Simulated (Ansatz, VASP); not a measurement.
One calculation of CoW3, two programs

```
Co W
1.0
     3.85824    0.00000    0.00000
     0.00000    3.80037    0.00000
     0.00000    0.00000    3.85824
Co W
1 3
Cartesian
  0.0000 0.0000 0.0000
  0.0000 1.9002 1.9291
  1.9291 0.0000 1.9291
  1.9291 1.9002 0.0000
```

Change from the starting cell: strain -0.0150 x Voigt [0, 1, 0, 0, 0, 0], atoms carried along.

Alike in both runs: task single point; functional PBEsol; k mesh 12 × 12 × 12; occupations gaussian, width 0.15 eV; no spin polarisation.

|  | VASP | Ansatz |
| --- | --- | --- |
| version | VASP 6.6.1 | Ansatz 0.2.0 |
| potentials or method | VASP PAW PBE potentials, release 64 (Co, W_sv), cutoff 520 eV | scalar-relativistic, plane waves, PAW |
| valence electrons in the cell | 51 | 59 |

```tsv
	VASP	Ansatz	Ansatz less VASP
gap on the k mesh at the Fermi level (eV)	none	none	-
pressure (GPa)	5.4	4.7	-0.67
traceless stress, the component that is largest in VASP (GPa)	0.33	0.36	+0.028
```

VASP's potentials were made for PBE, not for PBEsol. A gap of «none» marks a metal or a gap that the smearing closes. VASP's potentials hold 51 valence electrons a cell and Ansatz's 59, so a difference there can come from the potentials and not from the codes.

Spin-orbit coupling is off throughout.
